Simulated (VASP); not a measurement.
**HfO2: single point with PBE**

The system is HfO2.

```xyz
3
Lattice="-0.1335 2.4611 2.4611 2.4611 -0.1335 2.4611 2.4611 2.4611 -0.1335" Properties=species:S:1:pos:R:3 pbc="T T T"
Hf    0.0000    0.0000    0.0000
O     1.1972    1.1972    1.1972
O     3.5915    3.5915    3.5915
```

```
Program                : VASP 6.6.1
Task                   : single point
Functional             : PBE
Potentials or basis    : VASP PAW PBE potentials, release 64 (Hf_pv, O)
Cutoff                 : 520 eV
k mesh                 : 8 × 8 × 8
Occupations            : gaussian, width 0.05 eV
Spin                   : no spin polarisation
Dipole correction      : no
Further INCAR settings : ALGO = Normal; EDIFF = 1e-07; NBANDS = 18
```

```
Pressure               : 5.4 GPa
Largest force          : 0.966 eV/Å
Band gap on the k mesh : 3.90 eV, direct
```

Forces on the atoms (eV/Å):
```
Hf   0.000  0.000  0.000
O    0.558  0.558  0.558
O   -0.558 -0.558 -0.558
```

Stress tensor (GPa, compression positive):
```
5.42 6.88 6.88
6.88 5.42 6.88
6.88 6.88 5.42
```

Levels at points of the mesh, in eV from the valence-band top:
| k point | band 9 | band 10 | band 11 | band 12 | band 13 | band 14 |
| --- | --- | --- | --- | --- | --- | --- |
| (0.00, 0.00, 0.00) | -0.62 | -0.57 | -0.57 | 3.98 | 3.98 | 5.92 |
| (0.50, 0.00, 0.00) | -2.79 | -1.92 | -1.61 | 4.42 | 4.94 | 6.85 |
| (0.50, 0.50, 0.00) | -1.89 | -1.22 | 0.00 | 3.90 | 5.68 | 6.54 |
| (0.50, 0.50, 0.50) | -2.54 | -1.93 | -1.93 | 4.92 | 4.92 | 7.84 |

Run time: 26 s on 1 thread of Intel(R) Xeon(R) Platinum 8488C (Sapphire Rapids) (shared host), peak memory 0.17 GiB.

Caveat: spin-orbit coupling is left out, which moves the levels of the heavy elements. Expect the measured gap to be larger: semilocal functionals such as PBE lack the derivative discontinuity.
